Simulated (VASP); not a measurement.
Write the native input for VASP 6.6.1 that does the following.

```
Task                   : single point
Functional             : PBE
Potentials or basis    : VASP PAW PBE potentials, release 64 (Yb, Hf_pv)
Cutoff                 : 520 eV
k mesh                 : 24 × 24 × 10
Occupations            : gaussian, width 0.1 eV
Spin                   : no spin polarisation
Dipole correction      : no
Further INCAR settings : ALGO = Fast; EDIFF = 1e-06; NBANDS = 24
```

The structure of YbHf lies in POSCAR:

```
YbHf
1.0
    3.1449181433      0.0000000000      0.0000000000
   -1.5724590716      2.7235790049      0.0000000000
    0.0000000000      0.0000000000      6.2836234208
Yb Hf
1 1
Direct
    0.0000000000      0.0000000000      0.5000000000
    0.0000000000      0.0000000000      0.0000000000
```

The cell was generated, and may not be a known phase.

These files were run (other wordings do the same):

INCAR

```
SYSTEM = YbHf
ALGO = Fast
EDIFF = 1E-6
ENCUT = 520
GGA = PE
ISIF = 2
ISMEAR = 0
LASPH = .TRUE.
LCHARG = .FALSE.
LREAL = .FALSE.
LWAVE = .FALSE.
NBANDS = 24
NELM = 80
PREC = Accurate
SIGMA = 0.1
```

KPOINTS

```
k-points
0
G
  24 24 10
  0 0 0
```

Potentials or basis: VASP PAW PBE potentials, release 64 (Yb, Hf_pv).

The run is started by

```console
$ cat potpaw_PBE.64/Yb/POTCAR potpaw_PBE.64/Hf_pv/POTCAR > POTCAR
$ mpirun -np 1 vasp_std > vasp.out
```

Results of the run:

```json
{
  "Pressure": "0.8 GPa",
  "Band gap on the k mesh": "zero (bands 17 and 18 overlap by 0.69 eV)"
}
```

Caveat: spin-orbit coupling is left out, which moves the levels of the heavy elements.

Wall time 20 min on 1 thread of Intel(R) Xeon(R) Platinum 8259CL CPU @ 2.50GHz (Skylake/Cascade Lake), on a shared host, peak memory 0.62 GiB.
